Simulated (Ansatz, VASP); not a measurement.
# One calculation of Te2Mo, two programs

```
Te Mo
1.0
    -1.77853   -3.08051    0.00000
     1.77853   -3.08051    0.00000
     0.00000    0.00000   17.20472
Te Mo
4 2
Direct
  0.66667 0.66667 0.11585
  0.33333 0.33333 0.55773
  0.66667 0.66667 0.32602
  0.33333 0.33333 0.76790
  0.66667 0.66667 0.66281
  0.33333 0.33333 0.22094
```

Alike in both runs: task single point; functional PBE; k mesh 9 × 9 × 2; occupations gaussian, width 0.05 eV; no spin polarisation.

|  | VASP | Ansatz |
| --- | --- | --- |
| version | VASP 6.6.1 | Ansatz 0.2.0 |
| potentials or method | VASP PAW PBE potentials, release 64 (Te, Mo_sv), cutoff 520 eV | scalar-relativistic, plane waves, PAW |
| valence electrons in the cell | 52 | 92 |

```tsv
	VASP	Ansatz	Ansatz less VASP
gap on the k mesh at the Fermi level (eV)	1.05	1.05	+0.001
least direct gap on the mesh (eV)	1.05	1.05	+0.001
pressure (GPa)	0.0	0.0	-0.01
traceless stress, the component that is largest in VASP (GPa)	0.06	0.01	-0.049
rms of the force components (eV/Å)	0.007	0.005	-0.0011
```

Atom by atom the forces differ by 0.006 eV/Å (rms over components). VASP's potentials hold 52 valence electrons a cell and Ansatz's 92, so a difference there can come from the potentials and not from the codes.

Spin-orbit coupling is off throughout.
